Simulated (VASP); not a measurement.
# ZrC (I4/mmm) in VASP: a series of runs, part 2 of 2

VASP 6.6.1.

**3. Single point, PBE (strain -0.040 along x and y, +0.080 along z)**

Contents of INCAR:

```
PREC = Accurate
ENCUT = 520
EDIFF = 1E-6
ISMEAR = 0
SIGMA = 0.15
LREAL = False
LASPH = True
NELM = 60
ALGO = Normal
ISIF = 2
LWAVE = False
LCHARG = False
GGA = PE
NBANDS = 15
```

Contents of KPOINTS:

```
Automatic mesh
0
Gamma
  18 18 18
```

Contents of POSCAR:

```
ZrC
1.0
    0.0000000000      2.2562016000      2.5382268000
    2.2562016000      0.0000000000      2.5382268000
    2.2562016000      2.2562016000      0.0000000000
Zr C
1 1
Direct
    0.5000000000      0.5000000000      0.5000000000
    0.0000000000      0.0000000000      0.0000000000
```

Potentials or basis: VASP PAW PBE potentials, release 64 (Zr_sv, C).

Launch:

```console
> cat potpaw_PBE.64/Zr_sv/POTCAR potpaw_PBE.64/C/POTCAR > POTCAR
> mpirun -np 1 vasp_std > vasp.out
```

OUTCAR:

```text
PREC = Accurate
   ENCUT = 520
   EDIFF = 1E-6
   ISMEAR = 0
   LREAL = False
   LASPH = True
   NELM = 60
   ISIF = 2
   GGA = PE

 ion  position               nearest neighbor table
   1  0.500  0.500  0.500-   2 2.26   2 2.26   2 2.26   2 2.26   2 2.54   2 2.54
   2  0.000  0.000  0.000-   1 2.26   1 2.26   1 2.26   1 2.26   1 2.54   1 2.54

  LATTYP: Found a body centered tetragonal cell.
 ALAT       =     3.1907509022
 C/A-ratio  =     1.5909902577

  Lattice vectors:

 A1 = (  -2.2562016000,   0.0000000000,   2.5382268000)
 A2 = (   2.2562016000,   0.0000000000,   2.5382268000)
 A3 = (   0.0000000000,   2.2562016000,  -2.5382268000)

Analysis of symmetry for initial positions (statically):
=====================================================================
 Subroutine PRICEL returns:
 Original cell was already a primitive cell.

 Routine SETGRP: Setting up the symmetry group for a
 body centered tetragonal supercell.

 Subroutine GETGRP returns: Found 16 space group operations
 (whereof 16 operations were pure point group operations)
 out of a pool of 16 trial point group operations.

The static configuration has the point symmetry D_4h.

Analysis of symmetry for dynamics (positions and initial velocities):
=====================================================================
 Subroutine PRICEL returns:
 Original cell was already a primitive cell.

 Routine SETGRP: Setting up the symmetry group for a
 body centered tetragonal supercell.

 Subroutine GETGRP returns: Found 16 space group operations
 (whereof 16 operations were pure point group operations)
 out of a pool of 16 trial point group operations.

The dynamic configuration has the point symmetry D_4h.

 Subroutine INISYM returns: Found 16 space group operations
 (whereof 16 operations are pure point group operations),
 and found     1 'primitive' translations

----------------------------------------------------------------------------------------

                                     Primitive cell

  volume of cell :      25.8414

[... 121 lines left out ...]
  energy-cutoff  :      520.00
  volume of cell :       25.84
 maximum number of plane-waves:       712
 NGX is ok and might be reduce to    28
   NGX = 13   NGY = 13   NGZ = 11

 number of electron      16.0000000 magnetization

 Free energy of the ion-electron system (eV)
  ---------------------------------------------------
  ext. energy  EPLUGINS =         0.00000000
  ---------------------------------------------------
  free energy    TOTEN  =       -19.20403954 eV

  energy without entropy =      -19.20067411  energy(sigma->0) =      -19.20235683

 E-fermi :   9.7280     XC(G=0): -12.1294

 val. band max:        9.7234102140   @ k =   0.1111   0.1111   0.0000
 cond. band min:       9.7373134538   @ k =   0.0556   0.0000   0.0000
 fundamental gap:      0.0139032399
 Fermi energy:         9.7280217882

 k-point     1 :       0.0000    0.0000    0.0000
  band No.  band energies     occupation
      1     -38.3614      2.00000
      2     -16.1832      2.00000
      3     -16.0321      2.00000
      4     -16.0321      2.00000
      5      -1.6708      2.00000
      6      10.0378      0.00350
      7      10.2450      0.00000
      8      10.7975      0.00000
      9      10.7975      0.00000
     10      11.2372      0.00000
     11      11.2372      0.00000
     12      11.2696      0.00000
     13      13.1720      0.00000
     14      17.8121      0.00000
[... 401 lines left out ...]
      2     -16.5471      2.00000
      3     -16.2425      2.00000
      4     -16.0182      2.00000
      5      -0.3037      2.00000
      6       6.9497      2.00000
      7       7.7088      2.00000
      8       7.8172      2.00000
      9      12.1688      0.00000
     10      12.2137      0.00000
     11      12.8604      0.00000
     12      14.3715      0.00000
     13      17.9980      0.00000
     14      19.7723      0.00000
     15      22.7683      0.00000

 [... further k-points ...]

------------------------ aborting loop because EDIFF is reached ----------------------------------------

  FORCE on cell =-STRESS in cart. coord.  units (eV):
  Direction    XX          YY          ZZ          XY          YZ          ZX
  --------------------------------------------------------------------------------------
  -------------------------------------------------------------------------------------
  Total        3.4716565      3.4716565     -2.8888638      0.0000000      0.0000000     -0.0000000
  in kB      215.2440236    215.2440236   -179.1106541      0.0000000      0.0000000     -0.0000000
  external PRESSURE =      83.7924644 kB  Pullay stress =       0.0000000 kB

 VOLUME and BASIS-vectors are now :
 -----------------------------------------------------------------------------
  energy-cutoff  :      520.00
  volume of cell :       25.84
      direct lattice vectors                 reciprocal lattice vectors
     0.000000000  2.256201600  2.538226800    -0.221611402  0.221611402  0.196987913
     2.256201600  0.000000000  2.538226800     0.221611402 -0.221611402  0.196987913
     2.256201600  2.256201600  0.000000000     0.221611402  0.221611402 -0.196987913

 POSITION                                       TOTAL-FORCE (eV/Angst)
 -----------------------------------------------------------------------------------
      2.25620      2.25620      2.53823        -0.000000     -0.000000      0.000000
      0.00000      0.00000      0.00000         0.000000      0.000000      0.000000
 -----------------------------------------------------------------------------------
    total drift:                                0.000000      0.000000      0.000000

  FREE ENERGIE OF THE ION-ELECTRON SYSTEM (eV)
  ---------------------------------------------------
  free  energy   TOTEN  =       -19.2040395364 eV

  energy  without entropy=      -19.2006741149  energy(sigma->0) =      -19.20235683
```

stdout:

```text
POSCAR found type information on POSCAR ZrC
 POSCAR found :  2 types and       2 ions
 scaLAPACK will be used
 LDA part: xc-table for (Slater+PW92), standard interpolation
 POSCAR, INCAR and KPOINTS ok, starting setup
 FFT: planning ... GRIDC
 FFT: planning ... GRID_SOFT
 FFT: planning ... GRID
 WAVECAR not read
 entering main loop
```

Wall time 5.4 min (1 thread of Intel Xeon 8259CL, shared host); peak memory 0.31 GiB.

What came out:

- Free energy: -19.2040 eV
- Pressure: 8.4 GPa
- Band gap on the k mesh: zero (bands 8 and 9 overlap by 1.59 eV)

Levels at points of the mesh, in eV from the Fermi level:
```
           k point  band 6  band 7  band 8  band 9  band 10  band 11
(0.00, 0.00, 0.00)    0.31    0.52    1.07    1.07     1.51     1.51
(0.50, 0.00, 0.00)   -5.38   -3.24   -3.01    4.25     4.87     5.57
(0.50, 0.50, 0.00)   -2.85   -1.71    0.42    0.42     4.47     5.54
(0.50, 0.00, 0.50)   -1.83   -1.63   -0.38    0.11     4.13     4.86
```

Caveat: the cell differs from its parent crystal (strain -0.040 along x and y, +0.080 along z); the cell stands under pressure.

**4. Single point, PBE (strain +0.040 along x and y, -0.080 along z)**

Contents of INCAR:

```
SYSTEM = ZrC
ALGO = Normal
EDIFF = 1E-6
ENCUT = 520
GGA = PE
ISIF = 2
ISMEAR = 0
LASPH = .TRUE.
LCHARG = .FALSE.
LREAL = .FALSE.
LWAVE = .FALSE.
NBANDS = 15
NELM = 60
PREC = Accurate
SIGMA = 0.15
```

Contents of KPOINTS:

```
k-points
0
G
  18 18 18
  0 0 0
```

Contents of POSCAR:

```
ZrC
1.0
    0.0000000000      2.4442184000      2.1621932000
    2.4442184000      0.0000000000      2.1621932000
    2.4442184000      2.4442184000      0.0000000000
Zr C
1 1
Direct
    0.5000000000      0.5000000000      0.5000000000
    0.0000000000      0.0000000000      0.0000000000
```

Potentials or basis: VASP PAW PBE potentials, release 64 (Zr_sv, C).

Launch:

```console
> cat potpaw_PBE.64/Zr_sv/POTCAR potpaw_PBE.64/C/POTCAR > POTCAR
> mpirun -np 1 vasp_std > vasp.out
```

OUTCAR:

```text
SYSTEM = ZrC
   EDIFF = 1E-6
   ENCUT = 520
   GGA = PE
   ISIF = 2
   ISMEAR = 0
   LASPH = .TRUE.
   LREAL = .FALSE.
   NELM = 60
   PREC = Accurate

 ion  position               nearest neighbor table
   1  0.500  0.500  0.500-   2 2.16   2 2.16   2 2.44   2 2.44   2 2.44   2 2.44
   2  0.000  0.000  0.000-   1 2.16   1 2.16   1 2.44   1 2.44   1 2.44   1 2.44

  LATTYP: Found a body centered tetragonal cell.
 ALAT       =     3.4566468107
 C/A-ratio  =     1.2510350744

  Lattice vectors:

 A1 = (   0.0000000000,  -2.4442184000,  -2.1621932000)
[... 611 lines left out ...]
     12      15.8773      0.00000
     13      16.1055      0.00000
     14      19.4405      0.00000
     15      22.7893      0.00000

 [... further k-points ...]
[... 5 lines left out ...]
  --------------------------------------------------------------------------------------
  -------------------------------------------------------------------------------------
  Total       -1.5243381     -1.5243381      7.4271451      0.0000000     -0.0000000     -0.0000000
  in kB      -94.5338587    -94.5338587    460.6042935      0.0000000     -0.0000000     -0.0000000
  external PRESSURE =      90.5121920 kB  Pullay stress =       0.0000000 kB

 VOLUME and BASIS-vectors are now :
 -----------------------------------------------------------------------------
  energy-cutoff  :      520.00
  volume of cell :       25.83
      direct lattice vectors                 reciprocal lattice vectors
     0.000000000  2.444218400  2.162193200    -0.204564371  0.204564371  0.231246680
     2.444218400  0.000000000  2.162193200     0.204564371 -0.204564371  0.231246680
     2.444218400  2.444218400  0.000000000     0.204564371  0.204564371 -0.231246680

 POSITION                                       TOTAL-FORCE (eV/Angst)
 -----------------------------------------------------------------------------------
      2.44422      2.44422      2.16219        -0.000000     -0.000000      0.000000
      0.00000      0.00000      0.00000         0.000000      0.000000     -0.000000
 -----------------------------------------------------------------------------------
    total drift:                                0.000000     -0.000000      0.000000

  FREE ENERGIE OF THE ION-ELECTRON SYSTEM (eV)
  ---------------------------------------------------
  free  energy   TOTEN  =       -19.1190174719 eV

  energy  without entropy=      -19.1155486928  energy(sigma->0) =      -19.11728308
```

OSZICAR:

```text
N       E                     dE             d eps       ncg     rms          rms(c)
DAV:   1     0.101232092402E+03    0.10123E+03   -0.85862E+03 14424   0.108E+03
DAV:   2    -0.164182913161E+02   -0.11765E+03   -0.10985E+03 18586   0.289E+02
DAV:   3    -0.225163581240E+02   -0.60981E+01   -0.60546E+01 24157   0.555E+01
DAV:   4    -0.226444776404E+02   -0.12812E+00   -0.12807E+00 17441   0.574E+00
DAV:   5    -0.226457667479E+02   -0.12891E-02   -0.12891E-02 19256   0.513E-01    0.220E+01
DAV:   6    -0.192499823662E+02    0.33958E+01   -0.72288E+00 16652   0.231E+01    0.776E+00
DAV:   7    -0.191331968460E+02    0.11679E+00   -0.51298E-01 16052   0.588E+00    0.657E+00
DAV:   8    -0.191405289238E+02   -0.73321E-02   -0.23164E-01 17754   0.390E+00    0.389E+00
DAV:   9    -0.191189839920E+02    0.21545E-01   -0.39690E-02 16045   0.147E+00    0.412E-01
DAV:  10    -0.191190345040E+02   -0.50512E-04   -0.26775E-03 18915   0.465E-01    0.665E-02
DAV:  11    -0.191190192194E+02    0.15285E-04   -0.76149E-05 16367   0.886E-02    0.146E-02
DAV:  12    -0.191190174609E+02    0.17585E-05   -0.39701E-06 18925   0.196E-02    0.324E-03
DAV:  13    -0.191190174719E+02   -0.11029E-07   -0.21433E-07  9748   0.437E-03
   1 F= -.19119017E+02 E0= -.19117283E+02  d E =-.346878E-02
```

Run time: 4.1 min. Hardware: 1 thread of Intel Xeon 8259CL, shared host; peak memory 0.3 GiB.

What came out:

- Free energy: -19.1190 eV
- Pressure: 9.1 GPa
- Band gap on the k mesh: zero (bands 8 and 9 overlap by 1.76 eV)

Stress tensor (GPa, compression positive):
```
-9.45  0.00  0.00
 0.00 -9.45  0.00
 0.00  0.00 46.06
```

Caveat: the cell differs from its parent crystal (strain +0.040 along x and y, -0.080 along z); the cell stands under pressure.

**5. The runs side by side**

```tsv
cell	gap on the mesh (eV)	pressure (GPa)
a = 3.326, b = 3.326, c = 3.191 Å, angles 61.3, 61.3, 57.3°, 2 atoms	none	14.9
a = 3.396, b = 3.396, c = 3.191 Å, angles 62.0, 62.0, 56.0°, 2 atoms	none	8.4
a = 3.263, b = 3.263, c = 3.457 Å, angles 58.0, 58.0, 64.0°, 2 atoms	none	9.1
```

Alike in all rows: task single point; level PBE; potentials or basis VASP PAW PBE potentials, release 64 (Zr_sv, C); no spin polarisation; k mesh 18 × 18 × 18; cutoff (eV) 520; smearing gaussian 0.15 eV.

Caveats: the cell stands under pressure.

Absolute energies hang on the potentials; compare differences alone.
